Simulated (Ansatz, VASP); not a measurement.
Co in VASP and in Ansatz

Contents of INCAR:

```
SYSTEM = Co
  PREC = Accurate
  ENCUT = 520
  EDIFF = 1E-8
  ISMEAR = -1
  SIGMA = 0.08
  LREAL = .FALSE.
  LASPH = .TRUE.
  NELM = 150
  ALGO = Normal
  ISIF = 2
  LWAVE = .FALSE.
  LCHARG = .FALSE.
  ISPIN = 2
  MAGMOM = 2 2
  LORBIT = 11
  LMAXMIX = 4
  GGA = PE
  LEFG = .TRUE.
  NBANDS = 20
```

The input KPOINTS:

```
Automatic mesh
0
G
  19 19 10
  0 0 0
```

POSCAR

```
Co
1.0
    2.4680156958      0.0000000000      0.0000000000
   -1.2340078479      2.1373642896      0.0000000000
    0.0000000000      0.0000000000      4.0081971921
Co
2
Direct
    0.3333333333      0.6666666667      0.2500000000
    0.6666666667      0.3333333333      0.7500000000
```

Input for Ansatz:

```yaml
crystal:
  lattice:
    - [2.4680156958, 0.0, 0.0]
    - [-1.2340078479, 2.1373642896, 0.0]
    - [0.0, 0.0, 4.0081971921]
  atoms:
    - { symbol: Co, position: [0.3333333333, 0.6666666667, 0.25], spin: 2.0 }
    - { symbol: Co, position: [0.6666666667, 0.3333333333, 0.75], spin: 2.0 }
magnetization:
  spin_polarized: true
kpoints:
  mp_grid: { grid: [19, 19, 10] }
scf:
  occupations: { method: fermi_dirac, width: 0.08 }
hamiltonian:
  xc: pbe
  pseudopotentials: { kind: paw }
output:
  forces: true
  stress: true
  eigenvalues: true
  efg: { contact_densities: true }
```

Change from the starting cell: volume scaled by 0.9405, PAW files.

Alike in both runs: task electric field gradients; functional PBE; k mesh 19 × 19 × 10; occupations fermi-dirac, width 0.08 eV; collinear spin.

```csv
,VASP,Ansatz
version,VASP 6.6.1,Ansatz 0.2.0
potentials or method,"VASP PAW PBE potentials, release 64 (Co)","PAW with Ansatz's default frozen-core files, scalar-relativistic"
plane-wave cutoff (eV),520,420
valence electrons in the cell,18,34
```

Ansatz gave:

| Quantity | Value |
| --- | --- |
| pressure (GPa) | 6.2 |
| traceless stress, the component that is largest in VASP (GPa) | -0.93 |
| net moment per atom (μB) | 1.59 |
| size of the moment on the site where the two differ most (μB) | 1.66 |
| size of Vzz on the site where it differs most (V/Å²) | 2.2 |

Question: What did VASP give for the same quantities?

Answer: Pressure (GPa): 5.3; traceless stress, the component that is largest in VASP (GPa): -0.98; net moment per atom (μB): 1.58; size of the moment on the site where the two differ most (μB): 1.60; size of Vzz on the site where it differs most (V/Å²): 2.6.

Site moments also hang on the region over which each program counts them. VASP's potentials hold 18 valence electrons a cell and Ansatz's 34, so a difference there can come from the potentials and not from the codes.
